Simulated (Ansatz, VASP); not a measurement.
## Rb in VASP and in Ansatz

```xyz
1
Lattice="-2.8060 2.8060 2.5815 2.8060 -2.8060 2.5815 2.8060 2.8060 -2.5815" Properties=species:S:1:pos:R:3 pbc="T T T"
Rb    0.0000    0.0000    0.0000
```

Change from the starting cell: strain +0.000 along x and y, -0.080 along z, atoms carried along.

Alike in both runs: task single point; functional PBE; k mesh 12 × 12 × 12; occupations gaussian, width 0.15 eV; no spin polarisation.

|  | VASP | Ansatz |
| --- | --- | --- |
| version | VASP 6.6.1 | Ansatz 0.2.0 |
| potentials or method | VASP PAW PBE potentials, release 64 (Rb_sv), cutoff 520 eV | scalar-relativistic, plane waves, PAW |
| valence electrons in the cell | 9 | 9 |

|  | VASP | Ansatz | Ansatz less VASP |
| --- | --- | --- | --- |
| gap on the k mesh at the Fermi level (eV) | none | none | - |
| pressure (GPa) | 0.4 | 0.4 | 0.00 |

A gap of «none» marks a metal or a gap that the smearing closes.
